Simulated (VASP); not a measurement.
WS2: single point with LDA

Crystal: WS2.

```
CELL_PARAMETERS angstrom
1.56840 0.90552 6.12196
-1.56840 0.90552 6.12196
0.00000 -1.81104 6.12196
ATOMIC_POSITIONS crystal
W 0.00000 0.00000 0.00000
S 0.75030 0.75030 0.75030
S 0.58100 0.58100 0.58100
```

This cell differs from its parent crystal: volume scaled by 0.98.

```json
{
 "Program": "VASP 6.6.1",
 "Task": "single point",
 "Functional": "LDA",
 "Potentials or basis": "VASP PAW LDA potentials, release 64 (W_sv, S)",
 "Cutoff": "520 eV",
 "k mesh": "13 × 13 × 13",
 "Occupations": "fermi-dirac, width 0.08 eV",
 "Spin": "no spin polarisation",
 "Dipole correction": "no",
 "Further INCAR settings": "ALGO = Normal; EDIFF = 1e-07; NBANDS = 20"
}
```

| Quantity | Value |
| --- | --- |
| Pressure | 0.2 GPa |
| Largest force | 0.616 eV/Å |
| Band gap on the k mesh | 0.99 eV, indirect (least direct gap 2.15 eV) |

Forces on the atoms (eV/Å):
```
W    0.000  0.000 -0.616
S    0.000  0.000  0.445
S    0.000  0.000  0.171
```

Stress tensor (GPa, compression positive):
```
-0.10  0.00  0.00
 0.00 -0.10  0.00
 0.00  0.00  0.69
```

Levels at points of the mesh, in eV from the valence-band top:
```
           k point  band 10  band 11  band 12  band 13  band 14  band 15  band 16  band 17
(0.00, 0.00, 0.00)    -2.35    -2.35    -1.57    -1.30     2.20     2.20     2.60     2.60
```

It took 9.6 min on 1 thread of Intel(R) Xeon(R) Platinum 8259CL CPU @ 2.50GHz (Skylake/Cascade Lake) (shared host), peak memory 0.41 GiB.

Caveat: spin-orbit coupling is left out, which moves the levels of the heavy elements. A k mesh can miss the band edges.
